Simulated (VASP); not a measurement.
Write the native input for VASP 6.6.1 that does the following.

```
Task                   : single point
Functional             : PBE
Dispersion             : D3(BJ)
Potentials or basis    : VASP PAW PBE potentials, release 64 (In_d, Sb)
Cutoff                 : 520 eV
k mesh                 : 12 × 12 × 12
Occupations            : gaussian, width 0.15 eV
Spin                   : no spin polarisation
Dipole correction      : no
Further INCAR settings : ALGO = Normal; EDIFF = 1e-07; NBANDS = 16
```

The structure of InSb lies in POSCAR:

```
InSb
1.0
    3.7314989600      0.0000000000      0.0000000000
    0.0000000000      3.8838050400      0.0000000000
    0.0000000000      0.0000000000      3.8076520000
In Sb
1 1
Direct
    0.0000000000      0.0000000000      0.0000000000
    0.5000000000      0.5000000000      0.5000000000
```

This cell differs from its parent crystal: strain -0.0200 x Voigt [1, -1, 0, 0, 0, 0].

One way to write it, as run:

INCAR

```
PREC = Accurate ; ENCUT = 520
EDIFF = 1E-7 ; ISMEAR = 0
SIGMA = 0.15 ; LREAL = False
LASPH = True ; NELM = 100
ALGO = Normal ; ISIF = 2
LWAVE = False ; LCHARG = True
GGA = PE ; IVDW = 12
LELF = True ; LVHAR = True
NBANDS = 16
```

KPOINTS

```
Automatic mesh
0
Gamma
  12 12 12
```

Potentials or basis: VASP PAW PBE potentials, release 64 (In_d, Sb).

Launch:

```console
$ cat potpaw_PBE.64/In_d/POTCAR potpaw_PBE.64/Sb/POTCAR > POTCAR
$ mpirun -np 1 vasp_std > vasp.out
```

It gave:

```
Pressure                   : -2.5 GPa
Band gap on the k mesh     : zero (bands 9 and 10 overlap by 3.52 eV)
Dispersion energy per atom : -0.409 eV
```

Caveat: the cell differs from its parent crystal (strain -0.0200 x Voigt [1, -1, 0, 0, 0, 0]); spin-orbit coupling is left out, which moves the levels of the heavy elements.

Wall time 2.7 min on 1 thread of Intel(R) Xeon(R) 6975P-C (Granite Rapids), on a shared host, peak memory 0.42 GiB.
